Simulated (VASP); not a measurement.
A run of VASP 6.6.1 is set up as follows.

Contents of INCAR:

```
SYSTEM = LiMg2O2
  ALGO = Normal
  DIPOL = 0.5 0.5 0.487
  EDIFF = 1E-6
  ENCUT = 650
  GGA = PE
  GGA_COMPAT = .False.
  IDIPOL = 3
  ISIF = 2
  ISMEAR = -1
  LASPH = .True.
  LCHARG = .True.
  LDIPOL = .True.
  LELF = .True.
  LREAL = .False.
  LVACPOTAV = .True.
  LVHAR = .True.
  LWAVE = .False.
  NBANDS = 18
  NELM = 120
  NELMDL = -8
  PREC = Accurate
  SIGMA = 0.1
```

The input KPOINTS:

```
k-points
0
Gamma
  5 5 1
  0 0 0
```

POSCAR

```
LiMg2O2
1.0
    2.9818692963      0.0000000000      0.0000000000
    1.4909346481      2.5823745613      0.0000000000
    0.0000000000      0.0000000000     20.6520291278
Mg O Li
2 2 1
Direct
    0.0000000000      0.0000000000      0.3607393711
    0.3333333333      0.3333333333      0.4786302607
    0.6666666667      0.6666666667      0.4196848159
    1.0000000000      1.0000000000      0.5375757055
    1.0000000000      1.0000000000      0.6392606289
```

Potentials or basis: VASP PAW PBE potentials, release 64 (Mg, O, Li_sv).

Command:

```bash
$ cat potpaw_PBE.64/Mg/POTCAR potpaw_PBE.64/O/POTCAR potpaw_PBE.64/Li_sv/POTCAR > POTCAR
$ mpirun -np 1 vasp_std > vasp.out
```

What does it give for the band gap on the k mesh?

Zero (an odd number of electrons rules out a gap without spin polarisation).

Predict the largest force.

3.084 eV/Å.

Forces on the atoms (eV/Å):
```
Mg   0.000  0.000  0.461
Mg   0.000  0.000  3.084
O    0.000  0.000 -1.690
O    0.000  0.000 -0.119
Li   0.000  0.000 -1.737
```

Caveat: the k points lie up to 0.49 Å⁻¹ apart, too coarse for converged energies and pressures of a metal; an odd number of electrons without spin polarisation forces a metal; a magnetic or distorted state may lie lower.
